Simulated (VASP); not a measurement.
Runs of VASP 6.6.1 on Be. The structure is that of space group P6_3/mmc (No. 194), or close to it. The cells are those of the table. 

| task | cell | k mesh | cutoff (eV) | gap on the mesh (eV) | pressure (GPa) |
| --- | --- | --- | --- | --- | --- |
| single point | a = 2.286, b = 2.286, c = 3.587 Å, angles 90.0, 90.0, 120.0°, 2 atoms | 26 × 26 × 14 | 520 | none | 0.0 |
| single point | a = 2.255, b = 2.255, c = 3.539 Å, angles 90.0, 90.0, 120.0°, 2 atoms | 26 × 26 × 14 | 520 | none | 5.2 |
| single point | a = 2.374, b = 2.374, c = 3.725 Å, angles 90.0, 90.0, 120.0°, 2 atoms | 26 × 26 × 14 | 520 | none | -11.1 |
| relaxation of cell and atoms | relaxed from a = 2.287, b = 2.287, c = 3.583 Å, angles 90.0, 90.0, 120.0°, 2 atoms | 16 × 16 × 9 | 600 | none | 0.0 |
| single point | a = 2.190, b = 2.190, c = 3.437 Å, angles 90.0, 90.0, 120.0°, 2 atoms | 26 × 26 × 14 | 520 | none | 18.8 |
| single point | a = 2.316, b = 2.316, c = 3.634 Å, angles 90.0, 90.0, 120.0°, 2 atoms | 26 × 26 × 14 | 520 | none | (a) |
| single point | a = 2.345, b = 2.345, c = 3.680 Å, angles 90.0, 90.0, 120.0°, 2 atoms | 26 × 26 × 14 | 520 | none | (b) |

Alike in all rows: level RPBE; potentials or basis VASP PAW PBE potentials, release 64 (Be); no spin polarisation; smearing fermi-dirac 0.1 eV.

Task: Estimate the missing entries.

Result: (a) -4.3; (b) -8.0.

Caveats: the PAW data sets were made with another functional, which shifts forces and pressure a little.

A gap of «none» marks levels without a gap at the run's occupations.
